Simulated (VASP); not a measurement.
# Ru (P6_3/mmc) in VASP: notebook, part 2 of 2

VASP 6.6.1. Earlier steps stand in the parts before.

## 3. Single point, PBE (strain +0.0750 x Voigt [0, 0, 1, 0, 0, 0])

The input, INCAR:

```
ALGO = Normal ; EDIFF = 1E-6
ENCUT = 500 ; GGA = PE
GGA_COMPAT = False ; ISIF = 2
ISMEAR = 0 ; LASPH = True
LCHARG = True ; LELF = True
LREAL = False ; LVHAR = True
LWAVE = False ; NBANDS = 21
NELM = 120 ; PREC = Accurate
SIGMA = 0.15
```

The input, KPOINTS:

```
k-points
0
Gamma
  24 24 12
```

The input, POSCAR:

```
Ru
1.0
    2.7057993342      0.0000000000      0.0000000000
   -1.3528996671      2.3432909610      0.0000000000
    0.0000000000      0.0000000000      4.6030425000
Ru
2
Direct
    0.3333333333      0.6666666667      0.2500000000
    0.6666666667      0.3333333333      0.7500000000
```

Potentials or basis: VASP PAW PBE potentials, release 64 (Ru_pv).

Started as:

```
cat potpaw_PBE.64/Ru_pv/POTCAR > POTCAR
mpirun -np 1 vasp_std > vasp.out
```

It took 80 s on 1 thread of Intel Xeon 6975P-C (Granite Rapids), shared host; peak memory 0.3 GiB.

It converged, with:

```yaml
Free_energy: -18.2569 eV
Pressure: -14.8 GPa
Band_gap_on_the_k_mesh: zero (bands 14 and 15 overlap by 2.62 eV)
```

Stress tensor (GPa, compression positive):
```
 -5.36   0.00   0.00
  0.00  -5.36   0.00
  0.00   0.00 -33.59
```

Levels at points of the mesh, in eV from the Fermi level:
```
           k point  band 12  band 13  band 14  band 15  band 16  band 17
(0.00, 0.00, 0.00)    -1.82    -1.82    -0.76    -0.76     0.50     1.07
(0.50, 0.00, 0.00)    -1.68    -1.42     1.42     1.66     1.90     3.83
(0.00, 0.00, 0.50)    -2.30    -2.30    -2.30     0.48     0.48     0.48
(0.50, 0.00, 0.50)    -0.71     0.43     0.43     1.80     1.80     3.17
```

Caveat: the cell differs from its parent crystal (strain +0.0750 x Voigt [0, 0, 1, 0, 0, 0]); the cell stands under tension.

## 4. Single point, PBE (strain +0.0875 x Voigt [0, 0, 1, 0, 0, 0])

The input, INCAR:

```
SYSTEM = Ru
ALGO = Normal
EDIFF = 1E-6
ENCUT = 500
GGA = PE
GGA_COMPAT = .False.
ISIF = 2
ISMEAR = 0
LASPH = .True.
LCHARG = .False.
LREAL = .False.
LWAVE = .False.
NBANDS = 21
NELM = 120
PREC = Accurate
SIGMA = 0.15
```

The input, KPOINTS:

```
k-points
0
Gamma
  24 24 12
  0 0 0
```

Changes to POSCAR since step 3:

```diff
@@ -4,3 +4,3 @@
    -1.3528996671      2.3432909610      0.0000000000
-    0.0000000000      0.0000000000      4.6030425000
+    0.0000000000      0.0000000000      4.6565662500
 Ru
```

Started as:

```
cat potpaw_PBE.64/Ru_pv/POTCAR > POTCAR
mpirun -np 1 vasp_std > vasp.out
```

It took 82 s on 1 thread of Intel Xeon 6975P-C (Granite Rapids), shared host; peak memory 0.3 GiB.

The run converged. Its results:

- Free energy: -18.1815 eV
- Pressure: -16.9 GPa
- Band gap on the k mesh: zero (bands 14 and 15 overlap by 2.56 eV)

Stress tensor (GPa, compression positive):
```
 -6.49   0.00   0.00
  0.00  -6.49   0.00
  0.00   0.00 -37.68
```

Levels at points of the mesh, in eV from the Fermi level:
| k point | band 11 | band 12 | band 13 | band 14 | band 15 | band 16 | band 17 | band 18 |
| --- | --- | --- | --- | --- | --- | --- | --- | --- |
| (0.00, 0.00, 0.00) | -2.23 | -1.80 | -1.80 | -0.67 | -0.67 | 0.39 | 1.06 | 1.06 |
| (0.50, 0.00, 0.00) | -2.11 | -1.70 | -1.36 | 1.35 | 1.69 | 1.91 | 3.79 | 5.76 |
| (0.00, 0.00, 0.50) | -2.24 | -2.24 | -2.24 | -2.24 | 0.48 | 0.48 | 0.48 | 0.48 |
| (0.50, 0.00, 0.50) | -0.66 | -0.66 | 0.42 | 0.42 | 1.82 | 1.82 | 3.13 | 3.13 |

Caveat: the cell differs from its parent crystal (strain +0.0875 x Voigt [0, 0, 1, 0, 0, 0]); the cell stands under tension.

## 5. Single point, PBE (strain +0.1000 x Voigt [0, 0, 1, 0, 0, 0])

The input, INCAR:

```
SYSTEM = Ru
ALGO     = Normal         ! electronic algorithm
EDIFF    = 1E-6           ! SCF threshold, eV
ENCUT    = 500            ! plane-wave cutoff, eV
GGA      = PE             ! functional
GGA_COMPAT= .FALSE.      
ISIF     = 2              ! what is computed and relaxed
ISMEAR   = 0              ! smearing method
LASPH    = .TRUE.         ! aspherical terms in the spheres
LCHARG   = .FALSE.        ! write CHGCAR
LREAL    = .FALSE.        ! projectors in reciprocal space
LWAVE    = .FALSE.        ! write WAVECAR
NBANDS   = 21             ! bands
NELM     = 120            ! most SCF steps
PREC     = Accurate       ! precision mode
SIGMA    = 0.15           ! smearing width, eV
```

The input, KPOINTS:

```
k-points
0
G
  24 24 12
  0 0 0
```

Changes to POSCAR since step 4:

```diff
@@ -4,3 +4,3 @@
    -1.3528996671      2.3432909610      0.0000000000
-    0.0000000000      0.0000000000      4.6565662500
+    0.0000000000      0.0000000000      4.7100900000
 Ru
```

Potentials or basis: VASP PAW PBE potentials, release 64 (Ru_pv).

Started as:

```
cat potpaw_PBE.64/Ru_pv/POTCAR > POTCAR
mpirun -np 1 vasp_std > vasp.out
```

OUTCAR:

```text
SYSTEM = Ru
   EDIFF = 1E-6
   ENCUT = 500
   GGA = PE
   ISIF = 2
   ISMEAR = 0
   LASPH = .TRUE.
   LREAL = .FALSE.
   NELM = 120
   PREC = Accurate

 ion  position               nearest neighbor table
   1  0.333  0.667  0.250-   2 2.83   2 2.83   2 2.83   2 2.83   2 2.83   2 2.83
   2  0.667  0.333  0.750-   1 2.83   1 2.83   1 2.83   1 2.83   1 2.83   1 2.83

  LATTYP: Found a hexagonal cell.
 ALAT       =     2.7057993342
 C/A-ratio  =     1.7407388421

  Lattice vectors:

 A1 = (   2.7057993342,   0.0000000000,   0.0000000000)
 A2 = (  -1.3528996671,   2.3432909610,   0.0000000000)
 A3 = (   0.0000000000,   0.0000000000,   4.7100900000)

Analysis of symmetry for initial positions (statically):
=====================================================================
 Subroutine PRICEL returns:
 Original cell was already a primitive cell.

 Routine SETGRP: Setting up the symmetry group for a
 hexagonal supercell.

 Subroutine GETGRP returns: Found 24 space group operations
 (whereof 12 operations were pure point group operations)
 out of a pool of 24 trial point group operations.

[... 156 lines left out ...]

 Free energy of the ion-electron system (eV)
  ---------------------------------------------------
  ext. energy  EPLUGINS =         0.00000000
  ---------------------------------------------------
  free energy    TOTEN  =       -18.09801960 eV

  energy without entropy =      -18.07778719  energy(sigma->0) =      -18.08790339

 E-fermi :  11.1877     XC(G=0): -13.5319

 val. band max:       11.1866145429   @ k =   0.0417   0.0000   0.3333
 cond. band min:      11.1913838739   @ k =   0.0417   0.0000   0.3333
 fundamental gap:      0.0047693310
 Fermi energy:        11.1877020121

 k-point     1 :       0.0000    0.0000    0.0000
  band No.  band energies     occupation
      1     -32.0263      2.00000
      2     -31.3746      2.00000
      3     -31.3498      2.00000
      4     -31.3498      2.00000
      5     -31.2769      2.00000
      6     -31.2769      2.00000
[... 565 lines left out ...]
     20      21.4166      0.00000
     21      21.7670      0.00000

 [... further k-points ...]
[... 5 lines left out ...]
  --------------------------------------------------------------------------------------
  -------------------------------------------------------------------------------------
  Total       -1.4019435     -1.4019435     -7.6859820      0.0000000      0.0000000      0.0000000
  in kB      -75.2125108    -75.2125108   -412.3432924      0.0000000      0.0000000      0.0000000
  external PRESSURE =    -187.5894380 kB  Pullay stress =       0.0000000 kB

 VOLUME and BASIS-vectors are now :
 -----------------------------------------------------------------------------
  energy-cutoff  :      500.00
  volume of cell :       29.86
      direct lattice vectors                 reciprocal lattice vectors
     2.705799334  0.000000000  0.000000000     0.369576556  0.213375124  0.000000000
    -1.352899667  2.343290961  0.000000000     0.000000000  0.426750249  0.000000000
     0.000000000  0.000000000  4.710090000     0.000000000  0.000000000  0.212310168

 POSITION                                       TOTAL-FORCE (eV/Angst)
 -----------------------------------------------------------------------------------
     -0.00000      1.56219      1.17752         0.000000     -0.000000      0.000000
      1.35290      0.78110      3.53257        -0.000000      0.000000      0.000000
 -----------------------------------------------------------------------------------
    total drift:                               -0.000000      0.000000     -0.000000

  FREE ENERGIE OF THE ION-ELECTRON SYSTEM (eV)
  ---------------------------------------------------
  free  energy   TOTEN  =       -18.0980196006 eV

  energy  without entropy=      -18.0777871877  energy(sigma->0) =      -18.08790339
```

stdout:

```text
POSCAR found type information on POSCAR Ru
 POSCAR found :  1 types and       2 ions
 scaLAPACK will be used
 LDA part: xc-table for (Slater+PW92), standard interpolation
 POSCAR, INCAR and KPOINTS ok, starting setup
 FFT: planning ... GRIDC
 FFT: planning ... GRID_SOFT
 FFT: planning ... GRID
 WAVECAR not read
 entering main loop
```

Run time: 3.9 min. Hardware: 1 thread of Intel Xeon 8259CL, shared host; peak memory 0.3 GiB.

What came out:

| Item | Value |
| --- | --- |
| Free energy | -18.0980 eV |
| Pressure | -18.8 GPa |
| Band gap on the k mesh | zero (bands 14 and 15 overlap by 2.50 eV) |

Caveat: the cell differs from its parent crystal (strain +0.1000 x Voigt [0, 0, 1, 0, 0, 0]); the cell stands under tension.

## 6. Summary

| cell | gap on the mesh (eV) | pressure (GPa) |
| --- | --- | --- |
| a = 2.706, b = 2.706, c = 4.496 Å, angles 90.0, 90.0, 120.0°, 2 atoms | none | -9.7 |
| a = 2.706, b = 2.706, c = 4.603 Å, angles 90.0, 90.0, 120.0°, 2 atoms | none | -14.8 |
| a = 2.706, b = 2.706, c = 4.657 Å, angles 90.0, 90.0, 120.0°, 2 atoms | none | -16.9 |
| a = 2.706, b = 2.706, c = 4.710 Å, angles 90.0, 90.0, 120.0°, 2 atoms | none | -18.8 |

Alike in all rows: task single point; level PBE; potentials or basis VASP PAW PBE potentials, release 64 (Ru_pv); no spin polarisation; k mesh 24 × 24 × 12; cutoff (eV) 500; smearing gaussian 0.15 eV.

Caveats: the cell stands under tension.

Absolute energies hang on the potentials; compare differences alone.
